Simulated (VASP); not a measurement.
Input of a VASP 6.6.1 run:

The input POSCAR:

```
ZnSe
1.0
    0.0000000000      2.8324206805      2.8023970213
    2.8324206805      0.0000000000      2.8023970213
    2.8324206805      2.8324206805      0.0000000000
Zn Se
1 1
Direct
    0.0000000000      0.0000000000      0.0000000000
    0.2500000000      0.2500000000      0.2500000000
```

The input INCAR.step1:

```
PREC = Accurate ; ENCUT = 520
EDIFF = 1E-5 ; ISMEAR = 0
SIGMA = 0.01 ; LREAL = False
LASPH = True ; NELM = 80
ALGO = Normal ; ISIF = 2
LWAVE = True ; LCHARG = False
NBANDS = 16 ; GGA = PE
```

The input INCAR.step2:

```
PREC = Accurate ; ENCUT = 520
EDIFF = 1E-6 ; ISMEAR = 0
SIGMA = 0.01 ; LREAL = False
LASPH = True ; NELM = 80
ALGO = Normal ; ISIF = 2
LWAVE = False ; LCHARG = False
GGA = PE ; LHFCALC = True
HFSCREEN = 0.2079 ; PRECFOCK = Normal
NBANDS = 16 ; ISTART = 1
```

File KPOINTS:

```
regular mesh
0
Gamma
  6 6 6
```

Potentials or basis: VASP PAW PBE potentials, release 64 (Zn, Se).

The run is started by

```bash
$ cat potpaw_PBE.64/Zn/POTCAR potpaw_PBE.64/Se/POTCAR > POTCAR
$ cp INCAR.step1 INCAR
$ mpirun -np 1 vasp_std > vasp.out
$ cp INCAR.step2 INCAR
$ mpirun -np 1 vasp_std > vasp.out
```

Question: What does it give for the pressure?

Answer: 2.0 GPa.

Question: Estimate the band gap on the k mesh.

Answer: 2.43 eV.

Stress tensor (GPa, compression positive):
```
1.85 0.00 0.00
0.00 1.85 0.00
0.00 0.00 2.23
```

Caveat: the cell differs from its parent crystal (uniaxial z strain -1.1%); the PAW data sets were made with another functional, which shifts forces and pressure a little.
